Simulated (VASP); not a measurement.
# CoPd2O2 in VASP: relaxation of the atoms with PBEsol

Aim: the relaxation of the atoms of CoPd2O2 with PBEsol.

Everything below comes from runs of VASP 6.6.1. Logs are shortened: lines on timing, memory, paths and dates and some standing lists are left out, and cuts for length are marked.

## (1) The cell of the first run

The cell holds a slab with vacuum, 5 atoms: a = 2.815 Å, b = 2.815 Å, c = 20.874 Å, α = 90.00°, β = 90.00°, γ = 120.00°.

## (2) Relaxation of the atoms, PBEsol

INCAR

```
PREC = Accurate
ENCUT = 520
EDIFF = 1E-7
ISMEAR = 0
SIGMA = 0.1
LREAL = False
LASPH = True
NELM = 80
ALGO = Normal
ISIF = 2
LWAVE = False
LCHARG = False
LDIPOL = True
IDIPOL = 3
DIPOL = 0.5 0.5 0.500
GGA = PS
IBRION = 2
NSW = 80
EDIFFG = -0.02
```

KPOINTS

```
Automatic mesh
0
Gamma
  12 12 1
```

POSCAR

```
CoPd2O2
1.0
    2.8149341057      0.0000000000      0.0000000000
   -1.4074670528      2.4378044455      0.0000000000
    0.0000000000      0.0000000000     20.8741620465
Pd O Co
2 2 1
Direct
    0.6666666667      0.3333333333      0.3592958598
    0.3333333333      0.6666666667      0.6407041402
    0.6666666667      0.3333333333      0.4543342602
    0.3333333333      0.6666666667      0.5456657398
    0.0000000000      0.0000000000      0.5000000000
```

Potentials or basis: VASP PAW PBE potentials, release 64 (Pd, O, Co).

Launch:

```console
$ cat potpaw_PBE.64/Pd/POTCAR potpaw_PBE.64/O/POTCAR potpaw_PBE.64/Co/POTCAR > POTCAR
$ mpirun -np 1 vasp_std > vasp.out
```

OUTCAR:

```text
PREC = Accurate
   ENCUT = 520
   EDIFF = 1E-7
   ISMEAR = 0
   LREAL = False
   LASPH = True
   NELM = 80
   ISIF = 2
   GGA = PS
   IBRION = 2
   NSW = 80
   EDIFFG = -0.02

 ion  position               nearest neighbor table
   1  0.667  0.333  0.359-   3 1.98
   2  0.333  0.667  0.641-   4 1.98
   3  0.667  0.333  0.454-   5 1.88   5 1.88   5 1.88   1 1.98
   4  0.333  0.667  0.546-   5 1.88   5 1.88   5 1.88   2 1.98
   5  0.000  0.000  0.500-   3 1.88   4 1.88   4 1.88   3 1.88   3 1.88   4 1.88

  LATTYP: Found a hexagonal cell.
 ALAT       =     2.8149341057
 C/A-ratio  =     7.4155064604

  Lattice vectors:

 A1 = (   2.8149341057,   0.0000000000,   0.0000000000)
 A2 = (  -1.4074670528,   2.4378044455,   0.0000000000)
 A3 = (   0.0000000000,   0.0000000000,  20.8741620465)

Analysis of symmetry for initial positions (statically):
=====================================================================
 Subroutine PRICEL returns:
 Original cell was already a primitive cell.

 Routine SETGRP: Setting up the symmetry group for a
 hexagonal supercell.

 Subroutine GETGRP returns: Found 12 space group operations
 (whereof 12 operations were pure point group operations)
 out of a pool of 24 trial point group operations.

The static configuration has the point symmetry D_3d.

Analysis of symmetry for dynamics (positions and initial velocities):
=====================================================================
 Subroutine PRICEL returns:
 Original cell was already a primitive cell.

 Routine SETGRP: Setting up the symmetry group for a
 hexagonal supercell.

 Subroutine GETGRP returns: Found 12 space group operations
 (whereof 12 operations were pure point group operations)
 out of a pool of 24 trial point group operations.

The dynamic configuration has the point symmetry D_3d.

 Subroutine INISYM returns: Found 12 space group operations
 (whereof 12 operations are pure point group operations),
 and found     1 'primitive' translations

----------------------------------------------------------------------------------------

                                     Primitive cell

  volume of cell :     143.2439

  direct lattice vectors                    reciprocal lattice vectors
     2.814934106  0.000000000  0.000000000     0.355248103  0.205102588  0.000000000
    -1.407467053  2.437804445  0.000000000     0.000000000  0.410205175  0.000000000
     0.000000000  0.000000000 20.874162047     0.000000000  0.000000000  0.047906115

  length of vectors
     2.814934106  2.814934106 20.874162047     0.410205175  0.410205175  0.047906115

  position of ions in fractional coordinates (direct lattice)
     0.666666667  0.333333333  0.359295860
     0.333333333  0.666666667  0.640704140
     0.666666667  0.333333333  0.454334260
     0.333333333  0.666666667  0.545665740
     0.000000000  0.000000000  0.500000000

  ion indices of the primitive-cell ions
   primitive index   ion index
                 1           1
                 2           2
                 3           3
                 4           4
                 5           5

----------------------------------------------------------------------------------------

 KPOINTS: Automatic mesh

Automatic generation of k-mesh.
 Grid dimensions read from file:
 generate k-points for:   12   12    1

 Generating k-lattice:

  Cartesian coordinates                     Fractional coordinates (reciprocal lattice)
     0.029604009  0.017091882  0.000000000     0.083333333  0.000000000  0.000000000
     0.000000000  0.034183765  0.000000000     0.000000000  0.083333333  0.000000000
     0.000000000  0.000000000  0.047906115     0.000000000  0.000000000  1.000000000

  Length of vectors
     0.034183765  0.034183765  0.047906115

  Shift w.r.t. Gamma in fractional coordinates (k-lattice)
     0.000000000  0.000000000  0.000000000

 Subroutine IBZKPT returns following result:
 ===========================================

 Found     19 irreducible k-points:

 Following reciprocal coordinates:
            Coordinates               Weight
  0.000000  0.000000  0.000000      1.000000
  0.083333  0.000000  0.000000      6.000000
  0.166667  0.000000  0.000000      6.000000
  0.250000  0.000000  0.000000      6.000000
  0.333333  0.000000  0.000000      6.000000
  0.416667  0.000000  0.000000      6.000000
[... 11 lines left out ...]
  0.333333  0.250000  0.000000     12.000000
  0.333333  0.333333  0.000000      2.000000
   k-points           NKPTS =     19   k-points in BZ     NKDIM =     19   number of bands    NBANDS=     24
   number of dos      NEDOS =    301   number of ions     NIONS =      5
   total plane-waves  NPLWV =  92160
   dimension x,y,z NGX =    24 NGY =   24 NGZ =  160
   dimension x,y,z NGXF=    48 NGYF=   48 NGZF=  320
   ions per type =               2   2   1
   NGX,Y,Z   is equivalent  to a cutoff of  14.17, 14.17, 12.74 a.u.
   NGXF,Y,Z  is equivalent  to a cutoff of  28.35, 28.35, 25.49 a.u.
 SYSTEM =  unknown system
   PREC   = accura    normal or accurate (medium, high low for compatibility)
   ISTART =      0    job   : 0-new  1-cont  2-samecut
   ICHARG =      2    charge: 1-file 2-atom 10-const
   ISPIN  =      1    spin polarized calculation?
   LNONCOLLINEAR =      F non collinear calculations
   LSORBIT =      F    spin-orbit coupling
   LASPH  =      T    aspherical Exc in radial PAW
   ENCUT  =  520.0 eV  38.22 Ry    6.18 a.u.   5.23  5.23 38.81*2*pi/ulx,y,z
   NELM   =     80;   NELMIN=  2; NELMDL= -5     # of ELM steps
   EDIFF  = 0.1E-06   stopping-criterion for ELM
   LREAL  =      F    real-space projection
   EDIFFG = -.2E-01   stopping-criterion for IOM
   NSW    =     80    number of steps for IOM
   IBRION =      2    ionic relax: 0-MD 1-quasi-New 2-CG
   NFREE  =      1    steps in history (QN), initial steepest desc. (CG)
   ISIF   =      2    stress and relaxation
   ISYM   =      2    0-nonsym 1-usesym 2-fastsym
   POTIM  = 0.5000    time-step for ionic-motion
   TEBEG  =    0.0;   TEEND  =   0.0 temperature during run
   PSTRESS=    0.0 pullay stress
   NELECT =      41.0000    total number of electrons
   NUPDOWN=      -1.0000    fix difference up-down
   EMIN   =  10.00;   EMAX   =-10.00  energy-range for DOS
   EFERMI =   0.00;   METHOD = LEGACY
   ISMEAR =     0;   SIGMA  =   0.10  broadening in eV -4-tet -1-fermi 0-gaus
   EFERMI_NEDOS =   21; number of points for ismear=-14 and -15
   IALGO  =     38    algorithm
   IMIX   =      4    mixing-type and parameters
     AMIX     =   0.40;   BMIX     =  1.00
     AMIX_MAG =   1.60;   BMIX_MAG =  1.00
  volume/ion in A,a.u.               =      28.65       193.33
  Fermi-wavevector in a.u.,A,eV,Ry     =   1.078891  2.038808 15.837248  1.164005
  Thomas-Fermi vector in A             =   2.214841
   LORBIT       =      0    0 simple, 1 ext, 2 COOP (PROOUT), +10 PAW based schemes
   GGA     = PS    functional components
   LHFCALC =     F    Hartree Fock is set to
   AEXX    =    0.0000 exact exchange contribution
   IVDW    =     0    specifies the selected vdW correction
   LEPSILON=     F    determine dielectric tensor
   LRPA    =     F    only Hartree local field effects (RPA)
 conjugate gradient relaxation of ions
 non-spin polarized calculation
 Gauss-broadening in eV      SIGMA  =   0.10
  energy-cutoff  :      520.00
  volume of cell :      143.24
 maximum number of plane-waves:      3877
 NGX is ok and might be reduce to    24
   NGX = 11   NGY = 11   NGZ = 77

--------------------------------------- Ionic step        1  -------------------------------------------

 number of electron      41.0000007 magnetization

 Free energy of the ion-electron system (eV)
  ---------------------------------------------------
  ext. energy  EPLUGINS =         0.00000000
  ---------------------------------------------------
  free energy    TOTEN  =       -31.32779266 eV

  energy without entropy =      -31.28240062  energy(sigma->0) =      -31.30509664

------------------------ aborting loop because EDIFF is reached ----------------------------------------

  FORCE on cell =-STRESS in cart. coord.  units (eV):
  Direction    XX          YY          ZZ          XY          YZ          ZX
  --------------------------------------------------------------------------------------
  -------------------------------------------------------------------------------------
  Total       -1.9935465     -1.9935465      2.5192058     -0.0000000     -0.0000000     -0.0000000
  in kB      -22.2977377    -22.2977377     28.1772155     -0.0000000     -0.0000000     -0.0000000
  external PRESSURE =      -5.4727533 kB  Pullay stress =       0.0000000 kB
[... 26 lines left out ...]
--------------------------------------- Ionic step        2  -------------------------------------------

 number of electron      41.0000004 magnetization

 dipolmoment           0.000000      0.000000     -0.000000 electrons x Angstroem

------------------------ aborting loop because EDIFF is reached ----------------------------------------

  FORCE on cell =-STRESS in cart. coord.  units (eV):
  Direction    XX          YY          ZZ          XY          YZ          ZX
  --------------------------------------------------------------------------------------
  -------------------------------------------------------------------------------------
  Total       -2.0369434     -2.0369434      1.4488675     -0.0000000      0.0000000      0.0000000
  in kB      -22.7831301    -22.7831301     16.2055245     -0.0000000      0.0000000      0.0000000
  external PRESSURE =      -9.7869119 kB  Pullay stress =       0.0000000 kB
[... 104 lines left out ...]
--------------------------------------- Ionic step        5  -------------------------------------------

 number of electron      41.0000008 magnetization

 dipolmoment           0.000000      0.000000      0.000000 electrons x Angstroem

 Free energy of the ion-electron system (eV)
  ---------------------------------------------------
  ext. energy  EPLUGINS =         0.00000000
  ---------------------------------------------------
  free energy    TOTEN  =       -31.35748935 eV

  energy without entropy =      -31.31090784  energy(sigma->0) =      -31.33419859

 E-fermi :   0.3195     XC(G=0):  -5.9176

 val. band max:        0.3114731477   @ k =   0.4167   0.1667   0.0000
 cond. band min:       0.3388327177   @ k =   0.3333   0.0833   0.0000
 fundamental gap:      0.0273595700
 Fermi energy:         0.3194646379

 k-point     1 :       0.0000    0.0000    0.0000
  band No.  band energies     occupation
      1     -20.7189      2.00000
      2     -18.9009      2.00000
      3      -7.8158      2.00000
      4      -5.9165      2.00000
      5      -5.9165      2.00000
      6      -4.8456      2.00000
[... 502 lines left out ...]
     23       1.7243      0.00000
     24       7.8450      0.00000

------------------------ aborting loop because EDIFF is reached ----------------------------------------

 vacuum level on the upper side and lower side of the slab       (xc-potential included)        -0.211        -0.211

  FORCE on cell =-STRESS in cart. coord.  units (eV):
  Direction    XX          YY          ZZ          XY          YZ          ZX
  --------------------------------------------------------------------------------------
  -------------------------------------------------------------------------------------
  Total       -2.7270643     -2.7270643      0.0023583     -0.0000000      0.0000000     -0.0000000
  in kB      -30.5021050    -30.5021050      0.0263779     -0.0000000      0.0000000     -0.0000000
  external PRESSURE =     -20.3259440 kB  Pullay stress =       0.0000000 kB
[... 20 lines left out ...]
  FREE ENERGIE OF THE ION-ELECTRON SYSTEM (eV)
  ---------------------------------------------------
  free  energy   TOTEN  =       -31.3574893516 eV

  energy  without entropy=      -31.3109078375  energy(sigma->0) =      -31.33419859

 reached required accuracy - stopping structural energy minimisation

 vacuum level on the upper side and lower side of the slab         4.902         4.902
```

It took 5.3 min on 1 thread of Intel Xeon Platinum 8375C at 2.90GHz (Ice Lake), shared host; peak memory 0.34 GiB.

Results:

| Quantity | Value |
| --- | --- |
| Free energy | -31.3575 eV |
| Energy gained by relaxing | 5.9 meV/atom |
| Ionic steps | 5 |
| Largest force after relaxing | 0.014 eV/Å |

Forces on the atoms (eV/Å):
```
Pd   0.000  0.000 -0.014
Pd   0.000  0.000  0.014
O    0.000  0.000  0.014
O    0.000  0.000 -0.014
Co   0.000  0.000  0.000
```

Step by step:
```
step  energy change (eV)  largest force (eV/Å)  pressure (GPa)
   1              0.0000                0.5241           -0.55
   2             -0.0183                0.2031           -0.98
   3             -0.0187                0.2807           -1.05
   4             -0.0263                0.1476           -1.49
   5             -0.0297                0.0144           -2.03
```

Final structure:
```cif
data_structure
_symmetry_space_group_name_H-M 'P 1'
_symmetry_Int_Tables_number 1
_cell_length_a 2.8149
_cell_length_b 2.8149
_cell_length_c 20.8742
_cell_angle_alpha 90.000
_cell_angle_beta 90.000
_cell_angle_gamma 120.000
_cell_volume 143.24
loop_
_atom_site_label
_atom_site_type_symbol
_atom_site_fract_x
_atom_site_fract_y
_atom_site_fract_z
_atom_site_occupancy
Pd1 Pd 0.66667 0.33333 0.35631 1
Pd2 Pd 0.33333 0.66667 0.64369 1
O1 O 0.66667 0.33333 0.45393 1
O2 O 0.33333 0.66667 0.54607 1
Co1 Co 0.00000 0.00000 0.50000 1
```

Levels at points of the mesh, in eV from the Fermi level:
```tsv
k point	band 19	band 20	band 21	band 22	band 23	band 24
(0.00, 0.00, 0.00)	-0.93	-0.61	-0.61	-0.44	-0.01	1.92
(0.50, 0.00, 0.00)	-0.03	0.15	0.15	1.63	1.79	3.19
```

Caveat: the PAW data sets were made with another functional, which shifts forces and pressure a little; an odd number of electrons without spin polarisation forces a metal; a magnetic or distorted state may lie lower; the run has no spin polarisation, though such a crystal can be magnetic. With open d or f shells a metallic result of PBEsol can be an artefact of self-interaction; +U or a hybrid may open a gap.
